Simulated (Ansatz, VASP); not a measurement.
# H2O: VASP beside Ansatz

```
CELL_PARAMETERS angstrom
5.82262 0.00000 0.00000
0.00000 7.61924 0.00000
0.00000 0.00000 28.48277
ATOMIC_POSITIONS crystal
O 0.87123 0.75830 0.63597
H 0.74959 0.66940 0.62897
H 0.85948 0.78182 0.66928
```

Alike in both runs: task single point; functional PBE; dispersion D3(BJ); k mesh 3 × 2 × 1; occupations gaussian, width 0.05 eV; no spin polarisation.

```csv
,VASP,Ansatz
version,VASP 6.6.1,Ansatz 0.2.0
potentials or method,"VASP PAW PBE potentials, release 64 (O, H), cutoff 520 eV","scalar-relativistic, plane waves, PAW"
valence electrons in the cell,8,8
```

|  | VASP | Ansatz | Ansatz less VASP |
| --- | --- | --- | --- |
| gap on the k mesh at the Fermi level (eV) | 5.73 | 5.74 | +0.012 |
| rms of the force components (eV/Å) | 0.596 | 0.618 | +0.0223 |

Atom by atom the forces differ by 0.060 eV/Å (rms over components).
